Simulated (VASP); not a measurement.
# SnO2 (P4_2/mnm) in VASP: further runs

Aim: see how the results for SnO2 move with the level of theory and the settings. Levels: PBE, r2SCAN. Tasks: single point.

Program: VASP 6.6.1. These are calculated values, not measurements. Logs are shortened: lines on timing, memory, paths and dates and some standing lists are left out, and cuts for length are marked.

### Step 1. The cell of the first run

The structure is tetragonal, space group P4_2/mnm (No. 136). The conventional cell has a = 4.951 Å, b = 4.951 Å, c = 3.125 Å, α = 90.00°, β = 90.00°, γ = 90.00°. Sn (site symmetry mmm) has 6 O at 2.06 to 2.15 Å within 2.7 Å. Within 2.7 Å of O (site symmetry m2m) lie 3 Sn at 2.06 to 2.15 Å and 1 O at 2.70 Å.

### Step 2. Single point, PBE (epitaxial xy strain +4.0%)

INCAR

```
SYSTEM = SnO2
PREC = Accurate
ENCUT = 520
EDIFF = 1E-6
ISMEAR = -1
SIGMA = 0.02
LREAL = .False.
LASPH = .True.
NELM = 100
ALGO = Normal
ISIF = 2
LWAVE = .False.
LCHARG = .False.
GGA = PE
NBANDS = 35
```

KPOINTS

```
regular mesh
0
Gamma
  6 6 8
  0 0 0
```

POSCAR

```
SnO2
1.0
    4.9509966735      0.0000000000      0.0000000000
    0.0000000000      4.9509966735      0.0000000000
    0.0000000000      0.0000000000      3.1254912600
Sn O
2 4
Direct
    0.0000000000      0.0000000000      0.0000000000
    0.5000000000      0.5000000000      0.5000000000
    0.3072476456      0.3072476456      0.0000000000
    0.1927523544      0.8072476456      0.5000000000
    0.8072476456      0.1927523544      0.5000000000
    0.6927523544      0.6927523544      0.0000000000
```

Potentials or basis: VASP PAW PBE potentials, release 64 (Sn_d, O).

Run with:

```console
> cat potpaw_PBE.64/Sn_d/POTCAR potpaw_PBE.64/O/POTCAR > POTCAR
> mpirun -np 1 vasp_std > vasp.out
```

OUTCAR:

```text
SYSTEM = SnO2
   PREC = Accurate
   ENCUT = 520
   EDIFF = 1E-6
   ISMEAR = -1
   LREAL = .False.
   LASPH = .True.
   NELM = 100
   ISIF = 2
   GGA = PE

 ion  position               nearest neighbor table
   1  0.000  0.000  0.000-   4 2.06   5 2.06   4 2.06   5 2.06   3 2.15   6 2.15
   2  0.500  0.500  0.500-   3 2.06   6 2.06   3 2.06   6 2.06   5 2.15   4 2.15
   3  0.307  0.307  0.000-   2 2.06   2 2.06   1 2.15
   4  0.193  0.807  0.500-   1 2.06   1 2.06   2 2.15
   5  0.807  0.193  0.500-   1 2.06   1 2.06   2 2.15
   6  0.693  0.693  0.000-   2 2.06   2 2.06   1 2.15

  LATTYP: Found a simple tetragonal cell.
 ALAT       =     4.9509966735
 C/A-ratio  =     0.6312852676

  Lattice vectors:

 A1 = (   4.9509966735,   0.0000000000,   0.0000000000)
 A2 = (   0.0000000000,   4.9509966735,   0.0000000000)
 A3 = (   0.0000000000,   0.0000000000,   3.1254912600)

Analysis of symmetry for initial positions (statically):
=====================================================================
 Subroutine PRICEL returns:
 Original cell was already a primitive cell.

 Routine SETGRP: Setting up the symmetry group for a
 simple tetragonal supercell.

 Subroutine GETGRP returns: Found 16 space group operations
 (whereof  8 operations were pure point group operations)
 out of a pool of 16 trial point group operations.

The static configuration has the point symmetry D_2h.
 The point group associated with its full space group is D_4h.

Analysis of symmetry for dynamics (positions and initial velocities):
=====================================================================
 Subroutine PRICEL returns:
 Original cell was already a primitive cell.

 Routine SETGRP: Setting up the symmetry group for a
 simple tetragonal supercell.

 Subroutine GETGRP returns: Found 16 space group operations
 (whereof  8 operations were pure point group operations)
 out of a pool of 16 trial point group operations.

The dynamic configuration has the point symmetry D_2h.
 The point group associated with its full space group is D_4h.

 Subroutine INISYM returns: Found 16 space group operations
 (whereof  8 operations are pure point group operations),
 and found     1 'primitive' translations

----------------------------------------------------------------------------------------

                                     Primitive cell

  volume of cell :      76.6132

  direct lattice vectors                    reciprocal lattice vectors
     4.950996673  0.000000000  0.000000000     0.201979534  0.000000000  0.000000000
     0.000000000  4.950996673  0.000000000     0.000000000  0.201979534  0.000000000
     0.000000000  0.000000000  3.125491260     0.000000000  0.000000000  0.319949703

  length of vectors
     4.950996673  4.950996673  3.125491260     0.201979534  0.201979534  0.319949703

  position of ions in fractional coordinates (direct lattice)
     0.000000000  0.000000000  0.000000000
     0.500000000  0.500000000  0.500000000
     0.307247646  0.307247646  0.000000000
     0.192752354  0.807247646  0.500000000
     0.807247646  0.192752354  0.500000000
     0.692752354  0.692752354  0.000000000

  ion indices of the primitive-cell ions
   primitive index   ion index
                 1           1
                 2           2
                 3           3
                 4           4
                 5           5
                 6           6

----------------------------------------------------------------------------------------

 KPOINTS: regular mesh

Automatic generation of k-mesh.
 Grid dimensions read from file:
 generate k-points for:    6    6    8

 Generating k-lattice:

  Cartesian coordinates                     Fractional coordinates (reciprocal lattice)
     0.033663256  0.000000000  0.000000000     0.166666667  0.000000000  0.000000000
     0.000000000  0.033663256  0.000000000     0.000000000  0.166666667  0.000000000
     0.000000000  0.000000000  0.039993713     0.000000000  0.000000000  0.125000000

  Length of vectors
     0.033663256  0.033663256  0.039993713

  Shift w.r.t. Gamma in fractional coordinates (k-lattice)
     0.000000000  0.000000000  0.000000000

 Subroutine IBZKPT returns following result:
 ===========================================

 Found     50 irreducible k-points:

 Following reciprocal coordinates:
            Coordinates               Weight
  0.000000  0.000000  0.000000      1.000000
  0.166667  0.000000  0.000000      4.000000
  0.333333  0.000000  0.000000      4.000000
  0.500000  0.000000  0.000000      2.000000
  0.166667  0.166667  0.000000      4.000000
  0.333333  0.166667  0.000000      8.000000
[... 16 lines left out ...]
  0.333333  0.000000  0.250000      8.000000
  0.500000  0.000000  0.250000      4.000000
 [... further k-points ...]
   k-points           NKPTS =     50   k-points in BZ     NKDIM =     50   number of bands    NBANDS=     35
   number of dos      NEDOS =    301   number of ions     NIONS =      6
   total plane-waves  NPLWV =  38400
   dimension x,y,z NGX =    40 NGY =   40 NGZ =   24
   dimension x,y,z NGXF=    80 NGYF=   80 NGZF=   48
   ions per type =               2   4
   NGX,Y,Z   is equivalent  to a cutoff of  13.43, 13.43, 12.77 a.u.
   NGXF,Y,Z  is equivalent  to a cutoff of  26.86, 26.86, 25.53 a.u.
 SYSTEM =  SnO2
   PREC   = accura    normal or accurate (medium, high low for compatibility)
   ISTART =      0    job   : 0-new  1-cont  2-samecut
   ICHARG =      2    charge: 1-file 2-atom 10-const
   ISPIN  =      1    spin polarized calculation?
   LNONCOLLINEAR =      F non collinear calculations
   LSORBIT =      F    spin-orbit coupling
   LASPH  =      T    aspherical Exc in radial PAW
   ENCUT  =  520.0 eV  38.22 Ry    6.18 a.u.   9.21  9.21  5.81*2*pi/ulx,y,z
   NELM   =    100;   NELMIN=  2; NELMDL= -5     # of ELM steps
   EDIFF  = 0.1E-05   stopping-criterion for ELM
   LREAL  =      F    real-space projection
   EDIFFG = 0.1E-04   stopping-criterion for IOM
   NSW    =      0    number of steps for IOM
   IBRION =     -1    ionic relax: 0-MD 1-quasi-New 2-CG
   NFREE  =      0    steps in history (QN), initial steepest desc. (CG)
   ISIF   =      2    stress and relaxation
   ISYM   =      2    0-nonsym 1-usesym 2-fastsym
   POTIM  = 0.5000    time-step for ionic-motion
   TEBEG  =    0.0;   TEEND  =   0.0 temperature during run
   PSTRESS=    0.0 pullay stress
   NELECT =      52.0000    total number of electrons
   NUPDOWN=      -1.0000    fix difference up-down
   EMIN   =  10.00;   EMAX   =-10.00  energy-range for DOS
   EFERMI =   0.00;   METHOD = LEGACY
   ISMEAR =    -1;   SIGMA  =   0.02  broadening in eV -4-tet -1-fermi 0-gaus
   EFERMI_NEDOS =   21; number of points for ismear=-14 and -15
   IALGO  =     38    algorithm
   IMIX   =      4    mixing-type and parameters
     AMIX     =   0.40;   BMIX     =  1.00
     AMIX_MAG =   1.60;   BMIX_MAG =  1.00
  volume/ion in A,a.u.               =      12.77        86.17
  Fermi-wavevector in a.u.,A,eV,Ry     =   1.438715  2.718777 28.162709  2.069901
  Thomas-Fermi vector in A             =   2.557651
   LORBIT       =      0    0 simple, 1 ext, 2 COOP (PROOUT), +10 PAW based schemes
   GGA     = PE    functional components
   LHFCALC =     F    Hartree Fock is set to
   AEXX    =    0.0000 exact exchange contribution
   IVDW    =     0    specifies the selected vdW correction
   LEPSILON=     F    determine dielectric tensor
   LRPA    =     F    only Hartree local field effects (RPA)
 non-spin polarized calculation
  energy-cutoff  :      520.00
  volume of cell :       76.61
 maximum number of plane-waves:      2076
 NGX is ok and might be reduce to    40
   NGX = 19   NGY = 19   NGZ = 11

 number of electron      52.0000000 magnetization

 Free energy of the ion-electron system (eV)
  ---------------------------------------------------
  ext. energy  EPLUGINS =         0.00000000
  ---------------------------------------------------
  free energy    TOTEN  =       -37.19689653 eV

  energy without entropy =      -37.19689653  energy(sigma->0) =      -37.19689653

 E-fermi :   5.7374     XC(G=0): -10.8659

 val. band max:        5.3189455080   @ k =   0.0000   0.0000   0.0000
 cond. band min:       6.1034809142   @ k =   0.0000   0.0000   0.0000
 fundamental gap:      0.7845354062
 Fermi energy:         5.7373989501

 k-point     1 :       0.0000    0.0000    0.0000
  band No.  band energies     occupation
      1     -15.7352      2.00000
      2     -15.1866      2.00000
      3     -14.8616      2.00000
      4     -14.8280      2.00000
      5     -14.8280      2.00000
      6     -14.7455      2.00000
[... 27 lines left out ...]
     34      16.2533      0.00000
     35      17.3857      0.00000

 k-point     2 :       0.1667    0.0000    0.0000
  band No.  band energies     occupation
      1     -15.7027      2.00000
      2     -15.2225      2.00000
      3     -14.8591      2.00000
      4     -14.8268      2.00000
      5     -14.8268      2.00000
      6     -14.7538      2.00000
[... 27 lines left out ...]
     34      16.4238      0.00000
     35      17.3764      0.00000

 k-point     3 :       0.3333    0.0000    0.0000
  band No.  band energies     occupation
      1     -15.6100      2.00000
      2     -15.3280      2.00000
      3     -14.8509      2.00000
      4     -14.8244      2.00000
      5     -14.8243      2.00000
      6     -14.8011      2.00000
[... 27 lines left out ...]
     34      16.9658      0.00000
     35      17.3714      0.00000
[... 723 lines left out ...]
 k-point    23 :       0.3333    0.0000    0.2500
  band No.  band energies     occupation
      1     -15.4740      2.00000
      2     -15.3869      2.00000
      3     -15.1423      2.00000
      4     -14.9590      2.00000
      5     -14.7576      2.00000
      6     -14.7483      2.00000
[... 27 lines left out ...]
     34      16.9206      0.00000
     35      17.4118      0.00000

 k-point    24 :       0.5000    0.0000    0.2500
  band No.  band energies     occupation
      1     -15.4462      2.00000
      2     -15.4462      2.00000
      3     -15.0390      2.00000
      4     -15.0390      2.00000
      5     -14.7548      2.00000
      6     -14.7548      2.00000
[... 27 lines left out ...]
     34      17.0079      0.00000
     35      17.6223      0.00000

 [... further k-points ...]
[... 5 lines left out ...]
  --------------------------------------------------------------------------------------
  -------------------------------------------------------------------------------------
  Total       -1.5327589     -1.5327589      4.2939628     -0.0000000      0.0000000      0.0000000
  in kB      -32.0538988    -32.0538988     89.7977178     -0.0000000      0.0000000      0.0000000
  external PRESSURE =       8.5633067 kB  Pullay stress =       0.0000000 kB

 VOLUME and BASIS-vectors are now :
 -----------------------------------------------------------------------------
  energy-cutoff  :      520.00
  volume of cell :       76.61
      direct lattice vectors                 reciprocal lattice vectors
     4.950996673  0.000000000  0.000000000     0.201979534  0.000000000  0.000000000
     0.000000000  4.950996673  0.000000000     0.000000000  0.201979534  0.000000000
     0.000000000  0.000000000  3.125491260     0.000000000  0.000000000  0.319949703

 POSITION                                       TOTAL-FORCE (eV/Angst)
 -----------------------------------------------------------------------------------
      0.00000      0.00000      0.00000         0.000000     -0.000000      0.000000
      2.47550      2.47550      1.56275         0.000000     -0.000000      0.000000
      1.52118      1.52118      0.00000        -0.098367     -0.098367     -0.000000
      0.95432      3.99668      1.56275         0.098367     -0.098367     -0.000000
      3.99668      0.95432      1.56275        -0.098367      0.098367      0.000000
      3.42981      3.42981      0.00000         0.098367      0.098367      0.000000
 -----------------------------------------------------------------------------------
    total drift:                               -0.000000      0.000000      0.000000

  FREE ENERGIE OF THE ION-ELECTRON SYSTEM (eV)
  ---------------------------------------------------
  free  energy   TOTEN  =       -37.1968965264 eV

  energy  without entropy=      -37.1968965263  energy(sigma->0) =      -37.19689653
```

Run time: 2 min. Hardware: 1 thread of Intel Xeon 6975P-C, shared host; peak memory 0.25 GiB.

What came out:

| Property | Result |
| --- | --- |
| Free energy | -37.1969 eV |
| Pressure | 0.9 GPa |
| Largest force | 0.139 eV/Å |
| Band gap on the k mesh | 0.78 eV, direct |

Forces in eV/Å, atoms in the order of the input:
```
Sn   0.000  0.000  0.000
Sn   0.000  0.000  0.000
O   -0.098 -0.098  0.000
O    0.098 -0.098  0.000
O   -0.098  0.098  0.000
O    0.098  0.098  0.000
```

Caveat: the cell differs from its parent crystal (epitaxial xy strain +4.0%); spin-orbit coupling is left out, which moves the levels of the heavy elements.

### Step 3. Single point, r2SCAN (epitaxial xy strain -4.0%)

POSCAR

```
SnO2
1.0
    4.5701507755      0.0000000000      0.0000000000
    0.0000000000      4.5701507755      0.0000000000
    0.0000000000      0.0000000000      3.3039683021
Sn O
2 4
Direct
    0.0000000000      0.0000000000      0.0000000000
    0.5000000000      0.5000000000      0.5000000000
    0.3072751041      0.3072751041      0.0000000000
    0.1927248959      0.8072751041      0.5000000000
    0.8072751041      0.1927248959      0.5000000000
    0.6927248959      0.6927248959      0.0000000000
```

INCAR.step1

```
SYSTEM = SnO2
PREC = Accurate
ENCUT = 520
ISMEAR = 0
SIGMA = 0.01
LREAL = .False.
LASPH = .True.
NELM = 60
NBANDS = 35
GGA = PE
ALGO = Normal
EDIFF = 1E-4
LWAVE = .True.
LCHARG = .False.
```

INCAR.step2

```
SYSTEM = SnO2
PREC = Accurate
ENCUT = 520
EDIFF = 1E-7
ISMEAR = 0
SIGMA = 0.01
LREAL = .False.
LASPH = .True.
NELM = 60
ALGO = Normal
ISIF = 2
LWAVE = .False.
LCHARG = .True.
METAGGA = R2SCAN
LMIXTAU = .True.
LELF = .True.
LVHAR = .True.
NBANDS = 35
ISTART = 1
```

KPOINTS

```
Automatic mesh
0
Gamma
  6 6 8
  0 0 0
```

Potentials or basis: VASP PAW PBE potentials, release 64 (Sn_d, O).

Run with:

```console
> cat potpaw_PBE.64/Sn_d/POTCAR potpaw_PBE.64/O/POTCAR > POTCAR
> cp INCAR.step1 INCAR
> mpirun -np 1 vasp_std > vasp.out
> cp INCAR.step2 INCAR
> mpirun -np 1 vasp_std > vasp.out
```

It took 7 min on 1 thread of Intel Xeon 6975P-C, shared host; peak memory 0.25 GiB.

The run converged. Its results:

- Free energy: -84.3537 eV
- Pressure: 11.0 GPa
- Largest force: 0.013 eV/Å
- Band gap on the k mesh: 2.23 eV, direct

Forces on the atoms (eV/Å):
```
Sn   0.000  0.000  0.000
Sn   0.000  0.000  0.000
O    0.009  0.009  0.000
O   -0.009  0.009  0.000
O    0.009 -0.009  0.000
O   -0.009 -0.009  0.000
```

Stress tensor (GPa, compression positive):
```
15.72  0.00  0.00
 0.00 15.72  0.00
 0.00  0.00  1.45
```

Levels at points of the mesh, in eV from the valence-band top:
| k point | band 24 | band 25 | band 26 | band 27 | band 28 | band 29 |
| --- | --- | --- | --- | --- | --- | --- |
| (0.00, 0.00, 0.00) | -0.70 | -0.70 | 0.00 | 2.23 | 6.55 | 6.85 |
| (0.50, 0.00, 0.00) | -1.25 | -0.57 | -0.57 | 5.49 | 5.49 | 7.60 |
| (0.50, 0.50, 0.00) | -1.42 | -0.78 | -0.78 | 5.75 | 5.75 | 8.30 |
| (0.00, 0.00, 0.50) | -1.79 | -1.28 | -1.28 | 7.40 | 7.40 | 11.06 |
| (0.50, 0.00, 0.50) | -1.09 | -0.42 | -0.42 | 7.82 | 7.82 | 9.61 |
| (0.50, 0.50, 0.50) | -0.91 | -0.75 | -0.75 | 6.21 | 6.21 | 9.92 |

Caveat: the cell differs from its parent crystal (epitaxial xy strain -4.0%); the PAW data sets were made with another functional, which shifts forces and pressure a little; spin-orbit coupling is left out, which moves the levels of the heavy elements.

(Part 1 of 3 ends here.)
